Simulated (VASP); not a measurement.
Set up this calculation in VASP 6.6.1, as the native input.

```yaml
Task: single point
Functional: PBE
Potentials_or_basis: VASP PAW PBE potentials, release 64 (Ce)
Cutoff: 520 eV
k_mesh: 40 × 40 × 40
Occupations: fermi-dirac, width 0.0612256 eV
Spin: no spin polarisation
Dipole_correction: no
Further_INCAR_settings: ALGO = Normal; EDIFF = 1e-07; NBANDS = 12
```

The structure of Ce lies in POSCAR:

```
Ce
1.0
    0.0000000000      2.3984635305      2.3984635305
    2.3984635305      0.0000000000      2.3984635305
    2.3984635305      2.3984635305      0.0000000000
Ce
1
Direct
    0.0000000000      0.0000000000      0.0000000000
```

These files were run (other wordings do the same):

INCAR

```
SYSTEM = Ce
PREC = Accurate
ENCUT = 520
EDIFF = 1E-7
ISMEAR = -1
SIGMA = 0.06122561905347299
LREAL = .False.
LASPH = .True.
NELM = 80
ALGO = Normal
ISIF = 2
LWAVE = .False.
LCHARG = .False.
GGA = PE
NBANDS = 12
```

KPOINTS

```
regular mesh
0
Gamma
  40 40 40
  0 0 0
```

Potentials or basis: VASP PAW PBE potentials, release 64 (Ce).

Run with:

```sh
$ cat potpaw_PBE.64/Ce/POTCAR > POTCAR
$ mpirun -np 1 vasp_std > vasp.out
```

It gave:

| Item | Value |
| --- | --- |
| Pressure | -1.5 GPa |
| Band gap on the k mesh | zero (bands 6 and 7 overlap by 0.59 eV) |

Caveat: spin-orbit coupling is left out, which moves the levels of the heavy elements; semilocal functionals describe open f shells poorly, which spoils levels, moments and volumes.

Wall time 6.3 min on 1 thread of Intel(R) Xeon(R) 6975P-C (Granite Rapids), with other jobs on the host, peak memory 0.76 GiB.
